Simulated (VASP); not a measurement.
Wanted: the native input for a VASP 6.6.1 run.

```
Task                   : single point
Functional             : PBEsol
Potentials or basis    : VASP PAW PBE potentials, release 64 (Zr_sv)
Cutoff                 : 520 eV
k mesh                 : 10 × 10 × 10
Occupations            : fermi-dirac, width 0.05 eV
Spin                   : no spin polarisation
Dipole correction      : no
Further INCAR settings : ALGO = Normal; EDIFF = 1e-06; NBANDS = 12
```

The structure of Zr lies in POSCAR:

```
Zr
1.0
   -1.7978519830      1.7978519830      1.7978519830
    1.7978519830     -1.7978519830      1.7978519830
    1.7978519830      1.7978519830     -1.7978519830
Zr
1
Direct
    0.0000000000      0.0000000000      0.0000000000
```

These files were run (other wordings do the same):

INCAR

```
PREC = Accurate
ENCUT = 520
EDIFF = 1E-6
ISMEAR = -1
SIGMA = 0.05
LREAL = F
LASPH = T
NELM = 80
ALGO = Normal
ISIF = 2
LWAVE = F
LCHARG = F
GGA = PS
NBANDS = 12
```

KPOINTS

```
Automatic mesh
0
Gamma
  10 10 10
```

Potentials or basis: VASP PAW PBE potentials, release 64 (Zr_sv).

Launch:

```sh
$ cat potpaw_PBE.64/Zr_sv/POTCAR > POTCAR
$ mpirun -np 1 vasp_std > vasp.out
```

Results of the run:

The pressure is -5.6 GPa and the band gap on the k mesh is zero (band 6 reaches 9.72 eV, above the bottom of band 7 at 7.94 eV).

Caveat: the PAW data sets were made with another functional, which shifts forces and pressure a little.

Wall time 6.9 s on 1 thread of Intel(R) Xeon(R) Platinum 8559C (Emerald Rapids), on a shared host, peak memory 0.14 GiB.
